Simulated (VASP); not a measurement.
Set up this calculation in VASP 6.6.1, as the native input.

```yaml
Task: relaxation of the atoms
Functional: PBEsol
Potentials_or_basis: VASP PAW PBE potentials, release 64 (Cu, I)
Cutoff: 520 eV
k_mesh: 8 × 8 × 4
Occupations: gaussian, width 0.02 eV
Spin: no spin polarisation
Dipole_correction: no
Further_INCAR_settings: ALGO = Normal; EDIFF = 1e-06; IBRION = 2; EDIFFG = -0.008; NSW = 60
```

The structure of CuI lies in POSCAR:

```
CuI
1.0
    4.0820214036      0.0000000000      0.0000000000
    0.0000000000      4.0820214036      0.0000000000
    0.0000000000      0.0000000000      6.6101315424
Cu I
2 2
Direct
    0.5000000000      0.5000000000      0.0000000000
    0.0000000000      0.0000000000      0.0000000000
    0.5000000000      0.0000000000      0.2615207977
    0.0000000000      0.5000000000      0.7384792023
```

This cell differs from its parent crystal: equal strain along all axes, cell held: +2.0 %.

One way to write it, as run:

INCAR

```
SYSTEM = CuI
  PREC = Accurate
  ENCUT = 520
  EDIFF = 1E-6
  ISMEAR = 0
  SIGMA = 0.02
  LREAL = .FALSE.
  LASPH = .TRUE.
  NELM = 80
  ALGO = Normal
  ISIF = 2
  LWAVE = .FALSE.
  LCHARG = .FALSE.
  GGA = PS
  IBRION = 2
  NSW = 60
  EDIFFG = -0.008
```

KPOINTS

```
Automatic mesh
0
G
  8 8 4
  0 0 0
```

Potentials or basis: VASP PAW PBE potentials, release 64 (Cu, I).

Run with:

```console
$ cat potpaw_PBE.64/Cu/POTCAR potpaw_PBE.64/I/POTCAR > POTCAR
$ mpirun -np 1 vasp_std > vasp.out
```

It gave:

```yaml
Energy_gained_by_relaxing: 8.7 meV/atom
Ionic_steps: 4
Pressure_after_relaxing: -0.8 GPa
Band_gap_on_the_k_mesh: 1.56 eV
```

Caveat: the cell differs from its parent crystal (equal strain along all axes, cell held: +2.0 %); the PAW data sets were made with another functional, which shifts forces and pressure a little; spin-orbit coupling is left out, which moves the levels of the heavy elements; this functional lacks dispersion, which binds layers or chains, so the pressure and a relaxed spacing across them are unreliable.

It took 4.6 min on 1 thread of Intel(R) Xeon(R) Platinum 8259CL CPU @ 2.50GHz (Skylake/Cascade Lake), with other jobs on the host, peak memory 0.27 GiB.
